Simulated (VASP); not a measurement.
# SnO: single point with PBE+D3(BJ)

The system is SnO, a slab with vacuum.

```
Sn O
1.0
     3.82016    0.00000    0.00000
     0.00000    3.82016    0.00000
     0.00000    0.00000   22.22608
Sn O
4 4
Direct
  0.75000 0.25000 0.20246
  0.25000 0.75000 0.30878
  0.25000 0.87500 0.49325
  0.75000 0.37500 0.59957
  0.25000 0.25000 0.25562
  0.75000 0.75000 0.25562
  0.75000 0.87500 0.54641
  0.25000 0.37500 0.54641
```

This cell differs from its parent crystal: layers slid over each other.

- Program: VASP 6.6.1
- Task: single point
- Functional: PBE
- Dispersion: D3(BJ)
- Potentials or basis: VASP PAW PBE potentials, release 64 (Sn_d, O)
- Cutoff: 520 eV
- k mesh: 7 × 7 × 1
- Occupations: gaussian, width 0.05 eV
- Spin: no spin polarisation

```yaml
Largest_force: 0.084 eV/Å
Band_gap_on_the_k_mesh: 2.32 eV (least direct gap 2.52 eV)
Dispersion_energy_per_atom: -0.156 eV
```

Forces on the atoms (eV/Å):
```
Sn   0.000 -0.005 -0.084
Sn   0.000 -0.029 -0.002
Sn   0.000  0.029  0.002
Sn   0.000  0.005  0.084
O    0.000 -0.023 -0.004
O    0.000  0.009 -0.003
O    0.000 -0.009  0.003
O    0.000  0.023  0.004
```

Levels at points of the mesh, in eV from the valence-band top:
| k point | band 37 | band 38 | band 39 | band 40 | band 41 | band 42 | band 43 | band 44 |
| --- | --- | --- | --- | --- | --- | --- | --- | --- |
| (0.00, 0.00, 0.00) | -1.99 | -1.99 | -0.70 | -0.04 | 2.48 | 2.82 | 2.82 | 3.82 |

It took 11 min on 1 thread of Intel Xeon 8259CL, on a shared host, peak memory 0.46 GiB.

Caveat: the cell differs from its parent crystal (layers slid over each other); spin-orbit coupling is left out, which moves the levels of the heavy elements.
